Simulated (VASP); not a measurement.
NbN, 6 atoms in the cell. Symmetry: R-3m, No. 166, trigonal system. Conventional cell: a = 3.102 Å, b = 3.102 Å, c = 7.565 Å, α = 90.00°, β = 90.00°, γ = 120.00°. Within 2.9 Å of Nb (site symmetry -3m) lie 6 N at 2.19 Å. N (site symmetry -3m) has 6 Nb at 2.19 Å within 2.9 Å. 

```yaml
Program: VASP 6.6.1
Task: single point
Functional: PBEsol
Potentials_or_basis: VASP PAW PBE potentials, release 64 (Nb_sv, N)
Cutoff: 600 eV
k_mesh: 12 × 12 × 6
Occupations: gaussian, width 0.1 eV
Spin: no spin polarisation
Dipole_correction: no
Further_INCAR_settings: ALGO = Normal; EDIFF = 1e-06; NBANDS = 36
```

Potentials or basis: VASP PAW PBE potentials, release 64 (Nb_sv, N).

The run is started by

```console
$ cat potpaw_PBE.64/Nb_sv/POTCAR potpaw_PBE.64/N/POTCAR > POTCAR
$ mpirun -np 1 vasp_std > vasp.out
```

Hardware: 1 thread of AMD EPYC 9R45 96-Core Processor (Zen 5), on a shared host.

**Question.** Estimate the wall time of this run.

**Answer.** Run time: 3.4 min on 1 thread of AMD EPYC 9R45 96-Core Processor (Zen 5), on a shared host, peak memory 0.32 GiB. Counts: scf iterations 14, k points 100.
